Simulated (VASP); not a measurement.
Al, 2 atoms in the cell. It takes space group P6_3/mmc (No. 194, hexagonal). The conventional cell has a = 2.650 Å, b = 2.650 Å, c = 4.638 Å, α = 90.00°, β = 90.00°, γ = 120.00°. Within 3.5 Å of Al (site symmetry -6m2) lie 12 Al at 2.65 to 2.78 Å. 

```yaml
Program: VASP 6.6.1
Task: single point
Functional: PBEsol
Potentials_or_basis: VASP PAW PBE potentials, release 64 (Al)
Cutoff: 520 eV
k_mesh: 18 × 18 × 10
Occupations: gaussian, width 0.15 eV
Spin: no spin polarisation
Dipole_correction: no
Further_INCAR_settings: ALGO = Normal; EDIFF = 1e-06; NBANDS = 10
```

Potentials or basis: VASP PAW PBE potentials, release 64 (Al).

The run is started by

```sh
$ cat potpaw_PBE.64/Al/POTCAR > POTCAR
$ mpirun -np 1 vasp_std > vasp.out
```

Hardware: 1 thread of Intel Xeon 6975P-C (shared host).

**Question.** Estimate the wall time of this run.

**Answer.** Run time: 27 s on 1 thread of Intel Xeon 6975P-C, on a shared host, peak memory 0.17 GiB. Counts: scf iterations 10, k points 222.
